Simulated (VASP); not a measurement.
# NiO (P1) in VASP: further runs, part 3 of 3

VASP 6.6.1. Earlier steps stand in the parts before.

## 6. Single point, PBE+U, collinear spin, antiferromagnetic start

Contents of INCAR:

```
ALGO     = Normal         # electronic algorithm
EDIFF    = 1E-6           # SCF threshold, eV
ENCUT    = 600            # plane-wave cutoff, eV
GGA      = PE             # functional
GGA_COMPAT= False        
ISIF     = 2              # what is computed and relaxed
ISMEAR   = -1             # smearing method
ISPIN    = 2              # spin polarisation
LASPH    = True           # aspherical terms in the spheres
LCHARG   = False          # write CHGCAR
LDAU     = True           # DFT+U
LDAUJ    = 0 0          
LDAUL    = 2 -1           # shell
LDAUPRINT= 1            
LDAUTYPE = 2            
LDAUU    = 6 0            # U, eV
LMAXMIX  = 4              # l up to which the mixer works
LORBIT   = 11             # projections on sites
LREAL    = False          # projectors in reciprocal space
LWAVE    = False          # write WAVECAR
MAGMOM   = 1.6 -1.6 0 0   # initial moments
NBANDS   = 36             # bands
NELM     = 200            # most SCF steps
PREC     = Accurate       # precision mode
SIGMA    = 0.15           # smearing width, eV
```

Contents of KPOINTS:

```
k-points
0
Gamma
  3 3 3
```

Contents of POSCAR:

```
NiO
1.0
   -3.9522051000     -0.1020713100      3.7358122600
    0.0854228000      1.9579661000      1.9022932800
   -2.0873250200      2.0348009300     -0.1622576300
Ni O
2 2
Direct
    0.7139890000      0.1005700000      0.7370600000
    1.2336490000      0.0862820000      0.7551790000
    0.9953630000      0.6362950000      1.1801460000
    1.4916730000      0.5723850000      1.2484990000
```

Potentials or basis: VASP PAW PBE potentials, release 64 (Ni_sv_GW, O).

The run is started by

```bash
$ cat potpaw_PBE.64/Ni_sv_GW/POTCAR potpaw_PBE.64/O/POTCAR > POTCAR
$ mpirun -np 1 vasp_std > vasp.out
```

OUTCAR:

```text
EDIFF = 1E-6
   ENCUT = 600
   GGA = PE
   ISIF = 2
   ISMEAR = -1
   ISPIN = 2
   LASPH = True
   LORBIT = 11
   LREAL = False
   NELM = 200
   PREC = Accurate

 ion  position               nearest neighbor table
   1  0.714  0.101  0.737-   4 1.93   4 1.94   4 1.99   3 2.08   3 2.09   3 2.17   2 2.61
   2  0.234  0.086  0.755-   3 1.82   3 1.97   4 1.98   4 2.06   4 2.10   3 2.20   1 2.61
   3  0.995  0.636  0.180-   2 1.82   2 1.97   1 2.08   1 2.09   1 2.17   2 2.20
   4  0.492  0.572  0.248-   1 1.93   1 1.94   2 1.98   1 1.99   2 2.06   2 2.10

  LATTYP: Found a triclinic cell.
 ALAT       =     2.9195321718
 B/A-ratio  =     1.0269398648
 C/A-ratio  =     1.6972754945
 COS(alpha) =     0.0132930999
 COS(beta)  =     0.3169344528
 COS(gamma) =     0.5742481952

  Lattice vectors:

 A1 = (   2.0873250200,  -2.0348009300,   0.1622576300)
 A2 = (   2.1727478200,  -0.0768348300,   2.0645509100)
 A3 = (  -1.9503028800,  -4.0948383400,   1.9957766100)

Analysis of symmetry for initial positions (statically):
=====================================================================
 Subroutine PRICEL returns:
 Original cell was already a primitive cell.

 Routine SETGRP: Setting up the symmetry group for a
 triclinic supercell.

 Subroutine GETGRP returns: Found  1 space group operations
 (whereof  1 operations were pure point group operations)
 out of a pool of  2 trial point group operations.

The static configuration has the point symmetry C_1 .

Analysis of symmetry for dynamics (positions and initial velocities):
=====================================================================
 Subroutine PRICEL returns:
 Original cell was already a primitive cell.

 Routine SETGRP: Setting up the symmetry group for a
 triclinic supercell.

 Subroutine GETGRP returns: Found  1 space group operations
 (whereof  1 operations were pure point group operations)
 out of a pool of  2 trial point group operations.

The dynamic configuration has the point symmetry C_1 .

Analysis of structural, dynamic, and magnetic symmetry:
=====================================================================
 Subroutine PRICEL returns:
 Original cell was already a primitive cell.

 Routine SETGRP: Setting up the symmetry group for a
 triclinic supercell.

 Subroutine GETGRP returns: Found  1 space group operations
 (whereof  1 operations were pure point group operations)
 out of a pool of  2 trial point group operations.

The overall configuration has the point symmetry C_1 .

 Subroutine INISYM returns: Found  1 space group operations
 (whereof  1 operations are pure point group operations),
 and found     1 'primitive' translations

----------------------------------------------------------------------------------------

                                     Primitive cell

  volume of cell :      32.8749

[... 169 lines left out ...]

spin component  2

  0.9350  0.0008 -0.0004 -0.0004 -0.0005
  0.0008  0.9392 -0.0009  0.0001  0.0002
 -0.0004 -0.0009  0.9691 -0.0006  0.0041
 -0.0004  0.0001 -0.0006  0.9373  0.0029
 -0.0005  0.0002  0.0041  0.0029  0.9634

 occupancies and eigenvectors

  o =  0.1133  v =  0.0325 -0.0014  0.2424 -0.0654 -0.9674  0.0000  0.0000  0.0000  0.0000  0.0000      0.0000  0.0000  0.0000  0.0000  0.0000  0.0000  0.0000  0.0000  0.0000  0.0000
  o =  0.1716  v = -0.0102 -0.0359  0.9693 -0.0069  0.2430  0.0000  0.0000  0.0000  0.0000  0.0000      0.0000  0.0000  0.0000  0.0000  0.0000  0.0000  0.0000  0.0000  0.0000  0.0000
  o =  0.9267  v =  0.9464 -0.2251 -0.0008  0.2310  0.0163  0.0000  0.0000  0.0000  0.0000  0.0000      0.0000  0.0000  0.0000  0.0000  0.0000  0.0000  0.0000  0.0000  0.0000  0.0000
  o =  0.9281  v =  0.2240 -0.0497 -0.0233 -0.9707  0.0673  0.0000  0.0000  0.0000  0.0000  0.0000      0.0000  0.0000  0.0000  0.0000  0.0000  0.0000  0.0000  0.0000  0.0000  0.0000
  o =  0.9312  v = -0.2302 -0.9724 -0.0347 -0.0036 -0.0148  0.0000  0.0000  0.0000  0.0000  0.0000      0.0000  0.0000  0.0000  0.0000  0.0000  0.0000  0.0000  0.0000  0.0000  0.0000
  o =  0.9348  v =  0.0000  0.0000  0.0000  0.0000  0.0000  0.9719 -0.1697  0.0107  0.1626  0.0011      0.0000  0.0000  0.0000  0.0000  0.0000  0.0000  0.0000  0.0000  0.0000  0.0000
  o =  0.9370  v =  0.0000  0.0000  0.0000  0.0000  0.0000 -0.1576  0.0375  0.0315  0.9795 -0.1153      0.0000  0.0000  0.0000  0.0000  0.0000  0.0000  0.0000  0.0000  0.0000  0.0000
  o =  0.9393  v =  0.0000  0.0000  0.0000  0.0000  0.0000  0.1735  0.9842  0.0315 -0.0117 -0.0077      0.0000  0.0000  0.0000  0.0000  0.0000  0.0000  0.0000  0.0000  0.0000  0.0000
  o =  0.9616  v =  0.0000  0.0000  0.0000  0.0000  0.0000 -0.0108  0.0251 -0.4657  0.1155  0.8769      0.0000  0.0000  0.0000  0.0000  0.0000  0.0000  0.0000  0.0000  0.0000  0.0000
  o =  0.9713  v =  0.0000  0.0000  0.0000  0.0000  0.0000  0.0180  0.0212 -0.8838 -0.0244 -0.4665      0.0000  0.0000  0.0000  0.0000  0.0000  0.0000  0.0000  0.0000  0.0000  0.0000

 number of electron      47.9999998 magnetization       0.0000083

 Free energy of the ion-electron system (eV)
  ---------------------------------------------------
  ext. energy  EPLUGINS =         0.00000000
  ---------------------------------------------------
  free energy    TOTEN  =       -19.63852982 eV

  energy without entropy =      -19.63851902  energy(sigma->0) =      -19.63852442

 E-fermi :   9.0372     XC(G=0): -13.6410

 val. band max:        7.4067747984   @ k =   0.3333   0.0000   0.0000
 cond. band min:      10.5250163793   @ k =   0.0000   0.0000   0.0000
 fundamental gap:      3.1182415809
 Fermi energy:         9.0371786166

 spin component 1

 k-point     1 :       0.0000    0.0000    0.0000
  band No.  band energies     occupation
      1     -96.3230      1.00000
      2     -94.0129      1.00000
      3     -56.8260      1.00000
      4     -56.6924      1.00000
      5     -56.6533      1.00000
      6     -54.5492      1.00000
[... 535 lines left out ...]
     35      30.2023      0.00000
     36      31.1407      0.00000
 Fermi energy:         9.0371786166

 spin component 2

 k-point     1 :       0.0000    0.0000    0.0000
  band No.  band energies     occupation
      1     -96.1773      1.00000
      2     -94.1440      1.00000
      3     -56.6826      1.00000
      4     -56.5712      1.00000
      5     -56.4958      1.00000
      6     -54.6205      1.00000
[... 535 lines left out ...]
     35      30.2003      0.00000
     36      31.1965      0.00000

------------------------ aborting loop because EDIFF is reached ----------------------------------------

  FORCE on cell =-STRESS in cart. coord.  units (eV):
  Direction    XX          YY          ZZ          XY          YZ          ZX
  --------------------------------------------------------------------------------------
  -------------------------------------------------------------------------------------
  Total        5.4225252      6.8469762     11.9707504      0.2992020      1.4118250     -1.6342989
  in kB      264.2698166    333.6912378    583.4012555     14.5817791     68.8060883    -79.6484783
  external PRESSURE =     393.7874366 kB  Pullay stress =       0.0000000 kB

 VOLUME and BASIS-vectors are now :
 -----------------------------------------------------------------------------
  energy-cutoff  :      600.00
  volume of cell :       32.87
      direct lattice vectors                 reciprocal lattice vectors
    -3.952205100 -0.102071310  3.735812260    -0.127406671 -0.120360592  0.129604303
     0.085422800  1.957966100  1.902293280     0.230725255  0.256704257  0.251103536
    -2.087325020  2.034800930 -0.162257630    -0.228404060  0.238399932 -0.235120460

 POSITION                                       TOTAL-FORCE (eV/Angst)
 -----------------------------------------------------------------------------------
     -4.35172      1.62381      2.73905        -1.327894     -0.810448      1.713274
     -2.49236      1.68173      0.91447         0.777373     -0.166365      1.540281
     -4.25555      1.51081      4.89968        -0.203561      0.691861     -2.887928
     -2.41300      1.57617      2.88532         0.754082      0.284953     -0.365626
 -----------------------------------------------------------------------------------
    total drift:                                0.000498      0.001312     -0.003355

  FREE ENERGIE OF THE ION-ELECTRON SYSTEM (eV)
  ---------------------------------------------------
  free  energy   TOTEN  =       -19.6385298163 eV

  energy  without entropy=      -19.6385190156  energy(sigma->0) =      -19.63852442

 total charge

# of ion       s       p       d       f       tot
--------------------------------------------------
    1        2.174   6.285   7.775   0.013  16.247
    2        2.182   6.306   7.787   0.016  16.291
    3        1.550   3.545   0.000   0.000   5.095
    4        1.548   3.568   0.000   0.000   5.116
--------------------------------------------------
tot          7.454  19.704  15.562   0.029  42.749

 magnetization (x)

# of ion       s       p       d       f       tot
--------------------------------------------------
    1       -0.000  -0.001   1.685   0.001   1.684
    2       -0.003   0.001  -1.671  -0.001  -1.675
    3       -0.002  -0.013   0.000   0.000  -0.015
    4        0.001   0.013   0.000   0.000   0.014
--------------------------------------------------
tot         -0.004  -0.000   0.014   0.000   0.009
```

Run time: 82 s. Hardware: 1 thread of Intel Xeon Platinum 8488C (Sapphire Rapids), shared host; peak memory 0.21 GiB.

Results:

```yaml
Free_energy: -19.6385 eV
Pressure: 39.4 GPa
Largest_force: 2.977 eV/Å
Band_gap_on_the_k_mesh: 3.12 eV
Net_moment: 0.00 μB per cell
Site_moments: Ni +1.68, -1.68; O -0.01, +0.01 μB
Valence_electrons_inside_the_program's_atomic_spheres: Ni 16.25, 16.29; O 5.09, 5.12
```

Forces on the atoms (eV/Å):
```
Ni  -1.328 -0.810  1.713
Ni   0.777 -0.166  1.540
O   -0.204  0.692 -2.888
O    0.754  0.285 -0.366
```

Stress tensor (GPa, compression positive):
```
26.43  1.46 -7.96
 1.46 33.37  6.88
-7.96  6.88 58.34
```

Eigenvalues of the final occupation matrices:
```
    site  spin  trace               eigenvalues
site 1 d     1   4.74  0.94 0.94 0.94 0.97 0.97
site 1 d     2   3.06  0.14 0.14 0.93 0.93 0.93
site 2 d     1   3.07  0.11 0.17 0.93 0.93 0.93
site 2 d     2   4.74  0.93 0.94 0.94 0.96 0.97
```

Caveat: the k points lie up to 0.89 Å⁻¹ apart; forces of over 1 eV/Å act on the atoms, so gaps and moduli don't describe the material at rest. A k mesh can miss the band edges.

## 7. Single point, PBE+U, collinear spin, antiferromagnetic start

This run uses another cell than the first one, of 8.39 Å³/atom, 1.020 times its volume.

Contents of INCAR:

```
SYSTEM = NiO
  PREC = Accurate
  ENCUT = 600
  EDIFF = 1E-6
  ISMEAR = -1
  SIGMA = 0.15
  LREAL = .FALSE.
  LASPH = .TRUE.
  NELM = 200
  ALGO = Normal
  ISIF = 2
  LWAVE = .FALSE.
  LCHARG = .FALSE.
  ISPIN = 2
  MAGMOM = 1.6 -1.6 0 0
  LORBIT = 11
  LMAXMIX = 4
  LDAU = .TRUE.
  LDAUTYPE = 2
  LDAUL = 2 -1
  LDAUU = 6 0
  LDAUJ = 0 0
  LDAUPRINT = 1
  GGA = PE
  NBANDS = 36
  GGA_COMPAT = .FALSE.
```

Contents of KPOINTS:

```
Automatic mesh
0
G
  3 3 3
  0 0 0
```

Contents of POSCAR:

```
NiO
1.0
   -3.9789100000     -0.1027610000      3.7610550000
    0.0860000000      1.9711960000      1.9151470000
   -2.1014290000      2.0485500000     -0.1633540000
Ni O
2 2
Direct
    0.7139890000      0.1005700000      0.7370600000
    1.2336490000      0.0862820000      0.7551790000
    0.9953630000      0.6362950000      1.1801460000
    1.4916730000      0.5723850000      1.2484990000
```

The run is started by

```bash
$ cat potpaw_PBE.64/Ni_sv_GW/POTCAR potpaw_PBE.64/O/POTCAR > POTCAR
$ mpirun -np 1 vasp_std > vasp.out
```

Run time: 69 s. Hardware: 1 thread of AMD EPYC 7R13 (Zen 3), shared host; peak memory 0.18 GiB.

Results (log left out):

| Property | Result |
| --- | --- |
| Free energy | -19.8019 eV |
| Pressure | 32.8 GPa |
| Largest force | 2.780 eV/Å |
| Band gap on the k mesh | 3.00 eV |
| Net moment | 0.00 μB per cell |
| Site moments | Ni +1.69, -1.68; O -0.01, +0.01 μB |
| Valence electrons inside the program's atomic spheres | Ni 16.23, 16.27; O 5.08, 5.10 |

Forces on the atoms (eV/Å):
```
Ni  -1.270 -0.768  1.618
Ni   0.745 -0.134  1.426
O   -0.176  0.641 -2.699
O    0.701  0.262 -0.344
```

Stress tensor (GPa, compression positive):
```
20.91  1.47 -8.03
 1.47 27.15  6.86
-8.03  6.86 50.23
```

Levels at points of the mesh, in eV from the valence-band top:
Spin up:
| k point | band 22 | band 23 | band 24 | band 25 | band 26 | band 27 |
| --- | --- | --- | --- | --- | --- | --- |
| (0.00, 0.00, 0.00) | -1.42 | -1.03 | -0.84 | 3.00 | 4.19 | 4.78 |
Spin down:
```tsv
k point	band 22	band 23	band 24	band 25	band 26	band 27
(0.00, 0.00, 0.00)	-1.25	-1.18	-0.55	3.27	4.17	4.40
```

Eigenvalues of the final occupation matrices:
| site | spin | trace | eigenvalues |
| --- | --- | --- | --- |
| site 1 d | 1 | 4.74 | 0.94 0.94 0.94 0.97 0.97 |
| site 1 d | 2 | 3.05 | 0.13 0.14 0.93 0.93 0.93 |
| site 2 d | 1 | 3.06 | 0.11 0.17 0.93 0.93 0.93 |
| site 2 d | 2 | 4.74 | 0.94 0.94 0.94 0.96 0.97 |

Caveat: the k points lie up to 0.89 Å⁻¹ apart; forces of over 1 eV/Å act on the atoms, so gaps and moduli don't describe the material at rest.

## 8. Overview

| potentials or basis | cell | cutoff (eV) | second run | gap on the mesh (eV) | pressure (GPa) | moment (μB) | largest force (eV/Å) |
| --- | --- | --- | --- | --- | --- | --- | --- |
| VASP PAW PBE potentials, release 64 (Ni, O) | a = 5.439, b = 2.731, c = 2.920 Å, angles 64.0, 62.1, 63.8°, 4 atoms | 520 | - | 3.31 | 28.7 | 0.00 | 2.49 |
| VASP PAW PBE potentials, release 64 (Ni, O) | a = 5.476, b = 2.750, c = 2.939 Å, angles 64.0, 62.1, 63.8°, 4 atoms | 520 | - | 3.21 | 23.1 | 0.00 | 2.33 |
| VASP PAW PBE potentials, release 64 (Ni_sv_GW, O) | a = 5.476, b = 2.750, c = 2.939 Å, angles 64.0, 62.1, 63.8°, 4 atoms | 600 | valence_matched | 3.00 | 32.8 | 0.00 | 2.78 |
| VASP PAW PBE potentials, release 64 (Ni_sv_GW, O) | a = 5.439, b = 2.731, c = 2.920 Å, angles 64.0, 62.1, 63.8°, 4 atoms | 600 | valence_matched | 3.12 | 39.4 | 0.00 | 2.98 |

Alike in all rows: task single point; level PBE+U; spin collinear, antiferromagnetic start; Ni d U = 6.0 eV; k mesh 3 × 3 × 3; smearing fermi-dirac 0.15 eV.

Caveats: all runs use coarse meshes; forces of over 1 eV/Å act on the atoms, so gaps and moduli don't describe the material at rest.

Total energies depend on the potentials used, so only differences within one code and one set of settings carry meaning.
